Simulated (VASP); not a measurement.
# SiC (P6_3mc) in VASP: notebook

Runs on SiC. Level: PBEsol. Tasks: electric field gradients.

Program: VASP 6.6.1. These are calculated values, not measurements. Logs are shortened: lines on timing, memory, paths and dates and some standing lists are left out, and cuts for length are marked.

### 1 The cell of the first run

It takes space group P6_3mc (No. 186, hexagonal). The conventional cell has a = 3.045 Å, b = 3.045 Å, c = 5.048 Å, α = 90.00°, β = 90.00°, γ = 120.00°. Si (site symmetry 3m) has 4 C at 1.85 to 1.94 Å within 2.5 Å. Within 2.5 Å of C (site symmetry 3m) lie 4 Si at 1.85 to 1.94 Å.

### 2 Electric field gradients, PBEsol (equal xx and yy strain of -1 %)

INCAR

```
ALGO = Normal
EDIFF = 1E-8
ENCUT = 520
GGA = PS
ISIF = 2
ISMEAR = -1
LASPH = True
LCHARG = False
LEFG = True
LREAL = False
LWAVE = False
NBANDS = 16
NELM = 80
PREC = Accurate
SIGMA = 0.08
```

KPOINTS

```
k-points
0
Gamma
  15 15 8
```

POSCAR

```
SiC
1.0
    3.0452382243      0.0000000000      0.0000000000
   -1.5226191122      2.6372536629      0.0000000000
    0.0000000000      0.0000000000      5.0480000000
Si C
2 2
Direct
    0.3333333333      0.6666666667      0.0000000000
    0.6666666667      0.3333333333      0.5000000000
    0.3333333333      0.6666666667      0.3850000000
    0.6666666667      0.3333333333      0.8850000000
```

Potentials or basis: VASP PAW PBE potentials, release 64 (Si, C).

Command:

```bash
$ cat potpaw_PBE.64/Si/POTCAR potpaw_PBE.64/C/POTCAR > POTCAR
$ mpirun -np 1 vasp_std > vasp.out
```

OUTCAR:

```text
EDIFF = 1E-8
   ENCUT = 520
   GGA = PS
   ISIF = 2
   ISMEAR = -1
   LASPH = True
   LREAL = False
   NELM = 80
   PREC = Accurate

 ion  position               nearest neighbor table
   1  0.333  0.667  0.000-   4 1.85   4 1.85   4 1.85   3 1.94   2 3.08   2 3.08   2 3.08   2 3.08
                             2 3.08   2 3.08
   2  0.667  0.333  0.500-   3 1.85   3 1.85   3 1.85   4 1.94   1 3.08   1 3.08   1 3.08   1 3.08
                             1 3.08   1 3.08
   3  0.333  0.667  0.385-   2 1.85   2 1.85   2 1.85   1 1.94
   4  0.667  0.333  0.885-   1 1.85   1 1.85   1 1.85   2 1.94

  LATTYP: Found a hexagonal cell.
 ALAT       =     3.0452382243
 C/A-ratio  =     1.6576699845

  Lattice vectors:

 A1 = (   3.0452382243,   0.0000000000,   0.0000000000)
 A2 = (  -1.5226191122,   2.6372536629,   0.0000000000)
 A3 = (   0.0000000000,   0.0000000000,   5.0480000000)

Analysis of symmetry for initial positions (statically):
=====================================================================
 Subroutine PRICEL returns:
 Original cell was already a primitive cell.

 Routine SETGRP: Setting up the symmetry group for a
 hexagonal supercell.

 Subroutine GETGRP returns: Found 12 space group operations
 (whereof  6 operations were pure point group operations)
 out of a pool of 24 trial point group operations.

The static configuration has the point symmetry C_3v.
 The point group associated with its full space group is C_6v.

Analysis of symmetry for dynamics (positions and initial velocities):
=====================================================================
 Subroutine PRICEL returns:
 Original cell was already a primitive cell.

 Routine SETGRP: Setting up the symmetry group for a
 hexagonal supercell.

 Subroutine GETGRP returns: Found 12 space group operations
 (whereof  6 operations were pure point group operations)
 out of a pool of 24 trial point group operations.

The dynamic configuration has the point symmetry C_3v.
 The point group associated with its full space group is C_6v.

 Subroutine INISYM returns: Found 12 space group operations
 (whereof  6 operations are pure point group operations),
 and found     1 'primitive' translations

----------------------------------------------------------------------------------------
[... 148 lines left out ...]
 cond. band min:      10.6828664920   @ k =   0.3333   0.3333   0.0000
 fundamental gap:      2.1466140621
 Fermi energy:         9.6450906890

 k-point     1 :       0.0000    0.0000    0.0000
  band No.  band energies     occupation
      1      -7.3211      2.00000
      2      -3.7904      2.00000
      3      -0.3072      2.00000
      4       7.0756      2.00000
      5       7.0756      2.00000
      6       8.3212      2.00000
[... 433 lines left out ...]
      3       0.9733      2.00000
      4       2.1863      2.00000
      5       2.7136      2.00000
      6       3.7162      2.00000
[... 8 lines left out ...]
     15      19.5372      0.00000
     16      20.6587      0.00000

 [... further k-points ...]

------------------------ aborting loop because EDIFF is reached ----------------------------------------

  FORCE on cell =-STRESS in cart. coord.  units (eV):
  Direction    XX          YY          ZZ          XY          YZ          ZX
  --------------------------------------------------------------------------------------
  -------------------------------------------------------------------------------------
  Total        2.3605746      2.3605746     -0.4844689     -0.0000000      0.0000000      0.0000000
  in kB       93.2901486     93.2901486    -19.1462603     -0.0000000      0.0000000      0.0000000
  external PRESSURE =      55.8113456 kB  Pullay stress =       0.0000000 kB

 VOLUME and BASIS-vectors are now :
 -----------------------------------------------------------------------------
  energy-cutoff  :      520.00
  volume of cell :       40.54
      direct lattice vectors                 reciprocal lattice vectors
     3.045238224  0.000000000  0.000000000     0.328381534  0.189591167  0.000000000
    -1.522619112  2.637253663  0.000000000     0.000000000  0.379182334  0.000000000
     0.000000000  0.000000000  5.048000000     0.000000000  0.000000000  0.198098257

 POSITION                                       TOTAL-FORCE (eV/Angst)
 -----------------------------------------------------------------------------------
     -0.00000      1.75817      0.00000        -0.000000     -0.000000      0.868489
      1.52262      0.87908      2.52400         0.000000     -0.000000      0.868489
     -0.00000      1.75817      1.94348         0.000000     -0.000000     -0.868489
      1.52262      0.87908      4.46748        -0.000000      0.000000     -0.868489
 -----------------------------------------------------------------------------------
    total drift:                                0.000000      0.000000     -0.000074

  FREE ENERGIE OF THE ION-ELECTRON SYSTEM (eV)
  ---------------------------------------------------
  free  energy   TOTEN  =       -31.7564273574 eV

  energy  without entropy=      -31.7564273391  energy(sigma->0) =      -31.75642735

 Electric field gradients (V/A^2)
---------------------------------------------------------------------
 ion       V_xx      V_yy      V_zz      V_xy      V_xz      V_yz
---------------------------------------------------------------------
   1     -10.411   -10.411    20.822    -0.000     0.000    -0.000
   2     -10.411   -10.411    20.822    -0.000    -0.000     0.000
   3      -2.312    -2.312     4.623     0.000    -0.000     0.000
   4      -2.312    -2.312     4.623     0.000     0.000    -0.000
---------------------------------------------------------------------

 Electric field gradients after diagonalization (V/A^2)
 (convention: |V_zz| > |V_xx| > |V_yy|)
----------------------------------------------------------------------
 ion       V_xx      V_yy      V_zz     asymmetry (V_yy - V_xx)/ V_zz
----------------------------------------------------------------------
   1     -10.411   -10.411    20.822       0.000
   2     -10.411   -10.411    20.822       0.000
   3      -2.312    -2.312     4.623       0.000
   4      -2.312    -2.312     4.623       0.000
----------------------------------------------------------------------

           NMR quadrupolar parameters

 Cq : quadrupolar parameter    Cq=e*Q*V_zz/h
 eta: asymmetry parameters     (V_yy - V_xx)/ V_zz
 Q  : nuclear electric quadrupole moment in mb (millibarn)
----------------------------------------------------------------------
 ion       Cq(MHz)       eta       Q (mb)
----------------------------------------------------------------------
   1       0.050       0.000       1.000
   2       0.050       0.000       1.000
   3       0.011       0.000       1.000
   4       0.011       0.000       1.000
----------------------------------------------------------------------
```

It took 48 s on 1 thread of Intel Xeon Platinum 8488C (Sapphire Rapids), shared host; peak memory 0.2 GiB.

Results:

```
Free energy            : -31.7564 eV
Pressure               : 5.6 GPa
Largest force          : 0.868 eV/Å
Band gap on the k mesh : 2.15 eV, indirect (least direct gap 4.11 eV)
```

Forces in eV/Å, atoms in the order of the input:
```
Si   0.000  0.000  0.868
Si   0.000  0.000  0.868
C    0.000  0.000 -0.868
C    0.000  0.000 -0.868
```

Stress tensor (GPa, compression positive):
```
 9.33  0.00  0.00
 0.00  9.33  0.00
 0.00  0.00 -1.91
```

Levels at points of the mesh, in eV from the valence-band top:
```csv
k point,band 6,band 7,band 8,band 9,band 10,band 11
"(0.00, 0.00, 0.00)",-0.22,-0.22,0.00,4.95,6.03,6.69
"(0.00, 0.00, 0.50)",-0.88,-0.88,-0.88,5.99,5.99,7.33
```

Electric field gradients, principal values (V/Å²):
```tsv
atom	least	middle	greatest (by size)
1 Si	-10.411	-10.411	20.822
2 Si	-10.411	-10.411	20.822
3 C	-2.312	-2.312	4.623
4 C	-2.312	-2.312	4.623
```

Caveat: the cell differs from its parent crystal (equal xx and yy strain of -1 %); without QUAD_EFG the Cq values of the log hold for a quadrupole moment of 1 mb, not for the nuclei; the PAW data sets were made with another functional, which shifts forces and pressure a little.

### 3 Electric field gradients, PBEsol (equal xx and yy strain of -1 %)

INCAR

```
SYSTEM = SiC
PREC     = Accurate       ! precision mode
ENCUT    = 520            ! plane-wave cutoff, eV
EDIFF    = 1E-8           ! SCF threshold, eV
ISMEAR   = -1             ! smearing method
SIGMA    = 0.08           ! smearing width, eV
LREAL    = .FALSE.        ! projectors in reciprocal space
LASPH    = .TRUE.         ! aspherical terms in the spheres
NELM     = 60             ! most SCF steps
ALGO     = Normal         ! electronic algorithm
ISIF     = 2              ! what is computed and relaxed
LWAVE    = .FALSE.        ! write WAVECAR
LCHARG   = .FALSE.        ! write CHGCAR
GGA      = PS             ! functional
LEFG     = .TRUE.       
NBANDS   = 16             ! bands
```

KPOINTS

```
regular mesh
0
G
  15 15 8
  0 0 0
```

POSCAR is that of step 2.

Potentials or basis: VASP PAW PBE potentials, release 64 (Si, C).

Command:

```bash
$ cat potpaw_PBE.64/Si/POTCAR potpaw_PBE.64/C/POTCAR > POTCAR
$ mpirun -np 1 vasp_std > vasp.out
```

OUTCAR:

```text
SYSTEM = SiC
   PREC = Accurate
   ENCUT = 520
   EDIFF = 1E-8
   ISMEAR = -1
   LREAL = .FALSE.
   LASPH = .TRUE.
   NELM = 60
   ISIF = 2
   GGA = PS

 ion  position               nearest neighbor table
   1  0.333  0.667  0.000-   4 1.85   4 1.85   4 1.85   3 1.94   2 3.08   2 3.08   2 3.08   2 3.08
                             2 3.08   2 3.08
   2  0.667  0.333  0.500-   3 1.85   3 1.85   3 1.85   4 1.94   1 3.08   1 3.08   1 3.08   1 3.08
                             1 3.08   1 3.08
   3  0.333  0.667  0.385-   2 1.85   2 1.85   2 1.85   1 1.94
   4  0.667  0.333  0.885-   1 1.85   1 1.85   1 1.85   2 1.94

  LATTYP: Found a hexagonal cell.
 ALAT       =     3.0452382243
 C/A-ratio  =     1.6576699845

  Lattice vectors:

 A1 = (   3.0452382243,   0.0000000000,   0.0000000000)
 A2 = (  -1.5226191122,   2.6372536629,   0.0000000000)
 A3 = (   0.0000000000,   0.0000000000,   5.0480000000)

Analysis of symmetry for initial positions (statically):
=====================================================================
 Subroutine PRICEL returns:
[... 664 lines left out ...]
      1.52262      0.87908      2.52400         0.000000     -0.000000      0.868489
     -0.00000      1.75817      1.94348         0.000000     -0.000000     -0.868489
      1.52262      0.87908      4.46748        -0.000000      0.000000     -0.868489
 -----------------------------------------------------------------------------------
    total drift:                                0.000000      0.000000     -0.000074

  FREE ENERGIE OF THE ION-ELECTRON SYSTEM (eV)
  ---------------------------------------------------
  free  energy   TOTEN  =       -31.7564273574 eV

  energy  without entropy=      -31.7564273391  energy(sigma->0) =      -31.75642735

 Electric field gradients (V/A^2)
---------------------------------------------------------------------
 ion       V_xx      V_yy      V_zz      V_xy      V_xz      V_yz
---------------------------------------------------------------------
   1     -10.411   -10.411    20.822    -0.000     0.000    -0.000
   2     -10.411   -10.411    20.822    -0.000    -0.000     0.000
   3      -2.312    -2.312     4.623     0.000    -0.000     0.000
   4      -2.312    -2.312     4.623     0.000     0.000    -0.000
---------------------------------------------------------------------

 Electric field gradients after diagonalization (V/A^2)
 (convention: |V_zz| > |V_xx| > |V_yy|)
----------------------------------------------------------------------
 ion       V_xx      V_yy      V_zz     asymmetry (V_yy - V_xx)/ V_zz
----------------------------------------------------------------------
   1     -10.411   -10.411    20.822       0.000
   2     -10.411   -10.411    20.822       0.000
   3      -2.312    -2.312     4.623       0.000
   4      -2.312    -2.312     4.623       0.000
----------------------------------------------------------------------

           NMR quadrupolar parameters

 Cq : quadrupolar parameter    Cq=e*Q*V_zz/h
 eta: asymmetry parameters     (V_yy - V_xx)/ V_zz
 Q  : nuclear electric quadrupole moment in mb (millibarn)
----------------------------------------------------------------------
 ion       Cq(MHz)       eta       Q (mb)
----------------------------------------------------------------------
   1       0.050       0.000       1.000
   2       0.050       0.000       1.000
   3       0.011       0.000       1.000
   4       0.011       0.000       1.000
----------------------------------------------------------------------
```

stdout:

```text
POSCAR found type information on POSCAR SiC
 POSCAR found :  2 types and       4 ions
 scaLAPACK will be used
 -----------------------------------------------------------------------------
|                                                                             |
|                                                                             |
|     You enforced a specific xc type in the INCAR file but a different       |
|     I HOPE YOU KNOW WHAT YOU ARE DOING!                                     |
|                                                                             |
 -----------------------------------------------------------------------------

 LDA part: xc-table for (Slater+PW92), standard interpolation
 POSCAR, INCAR and KPOINTS ok, starting setup
 FFT: planning ... GRIDC
 FFT: planning ... GRID_SOFT
 FFT: planning ... GRID
 WAVECAR not read
 entering main loop
ion   1

ion   2

ion   3

ion   4
```

It took 57 s on 1 thread of Intel Xeon Platinum 8488C (Sapphire Rapids), shared host; peak memory 0.21 GiB.

What came out:

```
Free energy            : -31.7564 eV
Pressure               : 5.6 GPa
Largest force          : 0.868 eV/Å
Band gap on the k mesh : 2.15 eV, indirect (least direct gap 4.11 eV)
```

Forces in eV/Å, atoms in the order of the input:
```
Si   0.000  0.000  0.868
Si   0.000  0.000  0.868
C    0.000  0.000 -0.868
C    0.000  0.000 -0.868
```

Stress tensor (GPa, compression positive):
```
 9.33  0.00  0.00
 0.00  9.33  0.00
 0.00  0.00 -1.91
```

Levels at points of the mesh, in eV from the valence-band top:
| k point | band 5 | band 6 | band 7 | band 8 | band 9 | band 10 | band 11 | band 12 |
| --- | --- | --- | --- | --- | --- | --- | --- | --- |
| (0.00, 0.00, 0.00) | -1.46 | -0.22 | -0.22 | 0.00 | 4.95 | 6.03 | 6.69 | 6.69 |
| (0.00, 0.00, 0.50) | -0.88 | -0.88 | -0.88 | -0.88 | 5.99 | 5.99 | 7.33 | 7.33 |

Electric field gradients, principal values (V/Å²):
```
atom    least   middle  greatest (by size)
1 Si  -10.411  -10.411              20.822
2 Si  -10.411  -10.411              20.822
 3 C   -2.312   -2.312               4.623
 4 C   -2.312   -2.312               4.623
```

Caveat: the cell differs from its parent crystal (equal xx and yy strain of -1 %); without QUAD_EFG the Cq values of the log hold for a quadrupole moment of 1 mb, not for the nuclei; the PAW data sets were made with another functional, which shifts forces and pressure a little.
